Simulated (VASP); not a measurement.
A run of VASP 6.6.1 is set up as follows.

Contents of INCAR:

```
SYSTEM = Sr2Br3
ALGO = Normal ; EDIFF = 1E-6
ENCUT = 520 ; GGA = PE
ISIF = 2 ; ISMEAR = 0
LASPH = .True. ; LCHARG = .False.
LREAL = .False. ; LWAVE = .False.
NBANDS = 28 ; NELM = 100
PREC = Accurate ; SIGMA = 0.1
```

File KPOINTS:

```
k-points
0
Gamma
  4 4 4
  0 0 0
```

Contents of POSCAR:

```
Sr2Br3
1.0
    5.5284790600      0.0000000000      0.0000000000
    0.0000000000      5.5284790600      0.0000000000
    0.0000000000      0.0000000000      5.5284790600
Sr Br
2 3
Direct
    0.0000000000      0.0000000000      0.0000000000
    0.5000000000      0.5000000000      0.5000000000
    0.0000000000      0.5000000000      0.5000000000
    0.5000000000      0.0000000000      0.5000000000
    0.5000000000      0.5000000000      0.0000000000
```

Potentials or basis: VASP PAW PBE potentials, release 64 (Sr_sv, Br).

The run is started by

```bash
$ cat potpaw_PBE.64/Sr_sv/POTCAR potpaw_PBE.64/Br/POTCAR > POTCAR
$ mpirun -np 1 vasp_std > vasp.out
```

Problem. Estimate the pressure.

Solution. 7.2 GPa.

Caveat: an odd number of electrons without spin polarisation forces a metal; a magnetic or distorted state may lie lower.
